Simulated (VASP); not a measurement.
## SnO2: single point with PBEsol

SnO2:

```xyz
6
Lattice="-2.0055 2.0055 5.1227 2.0055 -2.0055 5.1227 2.0055 2.0055 -5.1227" Properties=species:S:1:pos:R:3 pbc="T T T"
Sn    0.0000    2.0055    2.5614
Sn    0.0000    0.0000    0.0000
O     0.0000   -0.8700    8.7465
O     0.0000    2.0055    4.6404
O     0.0000    0.0000    2.0790
O     0.0000    2.0055    0.4824
```

This cell differs from its parent crystal: atom 3 (O) moved by -0.870 Å along [0 1 0] and +0.580 Å along [0 0 1].

```yaml
Program: VASP 6.6.1
Task: single point
Functional: PBEsol
Potentials_or_basis: VASP PAW PBE potentials, release 64 (Sn_d, O)
Cutoff: 520 eV
k_mesh: 10 × 10 × 10
Occupations: gaussian, width 0.05 eV
Spin: no spin polarisation
```

```json
{"Pressure": "12.7 GPa", "Largest force": "11.457 eV/Å", "Band gap on the k mesh": "0.46 eV (least direct gap 0.97 eV)"}
```

Forces in eV/Å, atoms in the order of the input:
```
Sn    0.000  -1.573   1.771
Sn    0.000   4.172   6.950
O     0.000  -1.787 -11.317
O     0.000   1.351   0.322
O     0.000  -0.989  -0.060
O     0.000  -1.175   2.334
```

Stress tensor (GPa, compression positive):
```
 4.89  0.00  0.00
 0.00  8.56 15.38
 0.00 15.38 24.78
```

Levels at points of the mesh, in eV from the valence-band top:
| k point | band 22 | band 23 | band 24 | band 25 | band 26 | band 27 | band 28 | band 29 | band 30 | band 31 |
| --- | --- | --- | --- | --- | --- | --- | --- | --- | --- | --- |
| (0.00, 0.00, 0.00) | -1.80 | -1.20 | -1.05 | -0.54 | -0.51 | 0.46 | 4.64 | 6.85 | 7.43 | 8.21 |
| (0.50, 0.00, 0.00) | -1.62 | -1.49 | -1.06 | -0.86 | -0.61 | 3.19 | 5.72 | 5.91 | 6.94 | 7.65 |
| (0.00, 0.50, 0.00) | -2.02 | -1.46 | -1.12 | -0.41 | -0.15 | 2.43 | 4.51 | 5.38 | 7.42 | 8.03 |
| (0.00, 0.50, 0.50) | -1.86 | -1.64 | -1.24 | -0.63 | -0.62 | 3.59 | 5.53 | 5.81 | 6.59 | 7.39 |
| (0.50, 0.50, 0.00) | -1.74 | -1.05 | -0.89 | -0.47 | -0.20 | 3.90 | 4.12 | 6.67 | 7.41 | 7.88 |
| (0.50, 0.50, 0.50) | -2.22 | -1.42 | -1.34 | -1.10 | -0.69 | 2.85 | 4.33 | 6.51 | 6.57 | 6.67 |

Wall time 17 min on 1 × NVIDIA H100 80GB with 1 thread of AMD EPYC 7R13 Processor (Zen 3), on a shared host, peak memory 1.8 GiB.

Caveat: the cell differs from its parent crystal (atom 3 (O) moved by -0.870 Å along [0 1 0] and +0.580 Å along [0 0 1]); the stress differs along the axes, from 5 to 25 GPa; semilocal functionals underestimate gaps, and a narrow one can read as zero; the PAW data sets were made with another functional, which shifts forces and pressure a little; spin-orbit coupling is left out, which moves the levels of the heavy elements. A k mesh can miss the band edges.
